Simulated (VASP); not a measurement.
Input of a VASP 6.6.1 run:

INCAR

```
PREC = Accurate ; ENCUT = 520
EDIFF = 1E-6 ; ISMEAR = 0
SIGMA = 0.1 ; LREAL = False
LASPH = True ; NELM = 100
ALGO = Normal ; ISIF = 2
LWAVE = False ; LCHARG = True
GGA = PS ; LELF = True
LVHAR = True ; NBANDS = 12
```

File KPOINTS:

```
Automatic mesh
0
Gamma
  16 16 16
```

File POSCAR:

```
Tl
1.0
   -1.9007630700      1.9007630700      1.9007630700
    1.9007630700     -1.9007630700      1.9007630700
    1.9007630700      1.9007630700     -1.9007630700
Tl
1
Direct
    0.0000000000      0.0000000000      0.0000000000
```

Potentials or basis: VASP PAW PBE potentials, release 64 (Tl_d).

Command:

```console
$ cat potpaw_PBE.64/Tl_d/POTCAR > POTCAR
$ mpirun -np 1 vasp_std > vasp.out
```

(1) Predict the pressure.

Results:

(1) 1.5 GPa.

Caveat: the cell differs from its parent crystal (strained); the PAW data sets were made with another functional, which shifts forces and pressure a little.
